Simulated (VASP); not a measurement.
A run of VASP 6.6.1 is set up as follows.

The input INCAR:

```
SYSTEM = Ag3SnSe
PREC = Accurate
ENCUT = 520
EDIFF = 1E-6
ISMEAR = 0
SIGMA = 0.1
LREAL = .False.
LASPH = .True.
NELM = 60
ALGO = Normal
ISIF = 2
LWAVE = .False.
LCHARG = .True.
GGA = PE
LELF = .True.
LVHAR = .True.
NBANDS = 34
```

KPOINTS

```
regular mesh
0
Gamma
  4 4 4
  0 0 0
```

POSCAR

```
Ag3SnSe
1.0
    4.9381304200      0.0000000000      0.0000000000
    0.0000000000      4.9381304200      0.0000000000
    0.0000000000      0.0000000000      4.9381304200
Ag Sn Se
3 1 1
Direct
    0.5000000000      0.0000000000      0.0000000000
    0.0000000000      0.5000000000      0.0000000000
    0.0000000000      0.0000000000      0.5000000000
    0.5000000000      0.5000000000      0.5000000000
    0.0000000000      0.0000000000      0.0000000000
```

Potentials or basis: VASP PAW PBE potentials, release 64 (Ag, Sn_d, Se).

The run is started by

```console
$ cat potpaw_PBE.64/Ag/POTCAR potpaw_PBE.64/Sn_d/POTCAR potpaw_PBE.64/Se/POTCAR > POTCAR
$ mpirun -np 1 vasp_std > vasp.out
```

Task: Predict the pressure.

Result: 4.4 GPa.
